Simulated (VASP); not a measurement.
A run of VASP 6.6.1 is set up as follows.

File POSCAR:

```
Si3C4
1.0
    3.0041700573      0.0000000000      0.0000000000
   -1.5020850286      2.6016875869      0.0000000000
    0.0000000000      0.0000000000      8.8932098622
Si C
3 4
Direct
    0.0000000000      0.0000000000      0.5000000000
    0.6666666667      0.3333333333      0.1727096351
    0.3333333333      0.6666666667      0.8272903649
    0.0000000000      0.0000000000      0.0858734323
    0.3333333333      0.6666666667      0.6216581150
    0.0000000000      0.0000000000      0.9141265677
    0.6666666667      0.3333333333      0.3783418850
```

INCAR.step1

```
PREC = Accurate
ENCUT = 520
ISMEAR = 0
SIGMA = 0.1
LREAL = False
LASPH = True
NELM = 80
NBANDS = 23
GGA = PE
ALGO = Normal
EDIFF = 1E-4
LWAVE = True
LCHARG = False
```

The input INCAR.step2:

```
PREC = Accurate
ENCUT = 520
EDIFF = 1E-7
ISMEAR = 0
SIGMA = 0.1
LREAL = False
LASPH = True
NELM = 80
ALGO = Normal
ISIF = 2
LWAVE = False
LCHARG = False
METAGGA = R2SCAN
LMIXTAU = True
NBANDS = 23
ISTART = 1
```

KPOINTS

```
Automatic mesh
0
Gamma
  12 12 4
```

Potentials or basis: VASP PAW PBE potentials, release 64 (Si, C).

Command:

```bash
$ cat potpaw_PBE.64/Si/POTCAR potpaw_PBE.64/C/POTCAR > POTCAR
$ cp INCAR.step1 INCAR
$ mpirun -np 1 vasp_std > vasp.out
$ cp INCAR.step2 INCAR
$ mpirun -np 1 vasp_std > vasp.out
```

Task: Predict the pressure.

Result: -3.0 GPa.

Task: Estimate the band gap on the k mesh.

Result: Zero (bands 14 and 15 overlap by 3.10 eV).

Task: Predict the largest force.

Result: 0.300 eV/Å.

Forces in eV/Å, atoms in the order of the input:
```
Si   0.000  0.000  0.000
Si   0.000  0.000 -0.097
Si   0.000  0.000  0.097
C    0.000  0.000  0.300
C    0.000  0.000  0.098
C    0.000  0.000 -0.300
C    0.000  0.000 -0.098
```

Caveat: the cell stands under tension; the PAW data sets were made with another functional, which shifts forces and pressure a little.
